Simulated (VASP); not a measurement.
Crystal: Hg.

```
CELL_PARAMETERS angstrom
5.46670 0.00000 0.00000
-2.73335 4.73430 0.00000
0.00000 0.00000 3.18522
ATOMIC_POSITIONS crystal
Hg 0.33333 0.66667 0.50000
Hg 0.66667 0.33333 0.50000
Hg 0.00000 0.00000 0.00000
```

Program: VASP 6.6.1. Alike in all runs: task single point; level PBEsol; potentials or basis VASP PAW PBE potentials, release 64 (Hg); no spin polarisation; cell as given; cutoff (eV) 520; smearing methfessel-paxton 0.1 eV. Hardware: 1 thread of Intel(R) Xeon(R) Platinum 8488C (Sapphire Rapids), on a shared host.

Problem. Order these runs on this cell by their wall time, lowest first.
A. k mesh 6 × 6 × 9
B. k mesh 4 × 4 × 6
C. k mesh 2 × 2 × 2

Solution. C (10 s), B (22 s), A (44 s).

Caveats: some runs use coarse meshes.
